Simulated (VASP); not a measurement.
Set up this calculation in VASP 6.6.1, as the native input.

| Quantity | Value |
| --- | --- |
| Task | relaxation of cell and atoms |
| Functional | PBEsol |
| Potentials or basis | VASP PAW PBE potentials, release 64 (Li_sv) |
| Cutoff | 600 eV |
| k mesh | 10 × 10 × 5 |
| Occupations | fermi-dirac, width 0.05 eV |
| Spin | no spin polarisation |
| Dipole correction | no |
| Further INCAR settings | ALGO = Fast; EDIFF = 1e-06; IBRION = 2; EDIFFG = -0.01; NSW = 60; ISIF = 3 |

The structure of Li lies in POSCAR:

```
Li
1.0
    3.1110000000      0.0000000000      0.0000000000
   -1.5555000000      2.6942050312      0.0000000000
    0.0000000000      0.0000000000      5.0930000000
Li
2
Direct
    0.6666666667      0.3333333333      0.7500000000
    0.3333333333      0.6666666667      0.2500000000
```

This isn't the form of Li at room conditions, which is bcc.

The input as run:

INCAR

```
SYSTEM = Li
PREC = Accurate ; ENCUT = 600
EDIFF = 1E-6 ; ISMEAR = -1
SIGMA = 0.05 ; LREAL = .FALSE.
LASPH = .TRUE. ; NELM = 60
ALGO = Fast ; ISIF = 3
LWAVE = .FALSE. ; LCHARG = .FALSE.
GGA = PS ; IBRION = 2
NSW = 60 ; EDIFFG = -0.01
```

KPOINTS

```
regular mesh
0
G
  10 10 5
  0 0 0
```

Potentials or basis: VASP PAW PBE potentials, release 64 (Li_sv).

The run is started by

```sh
$ cat potpaw_PBE.64/Li_sv/POTCAR > POTCAR
$ mpirun -np 1 vasp_std > vasp.out
```

Results of the run:

```json
{
  "Relaxed volume": "19.93 Å³/atom",
  "Relaxed cell": "a = 3.046 Å, b = 3.046 Å, c = 4.960 Å, α = 90.00°, β = 90.00°, γ = 120.00°",
  "Space group after relaxing (to 0.1 Å)": "P6_3/mmc (No. 194)",
  "Energy gained by relaxing": "3.8 meV/atom",
  "Ionic steps": "4",
  "Pressure after relaxing": "0.0 GPa",
  "Band gap on the k mesh": "zero (bands 3 and 4 overlap by 3.33 eV)"
}
```

Caveat: the cutoff is under 1.25 times the usual one of these potentials, so pressure, stress and relaxed cells hold a basis-set (Pulay) error; the PAW data sets were made with another functional, which shifts forces and pressure a little.

Run time: 71 s on 1 thread of Intel Xeon 8259CL, with other jobs on the host, peak memory 0.17 GiB.
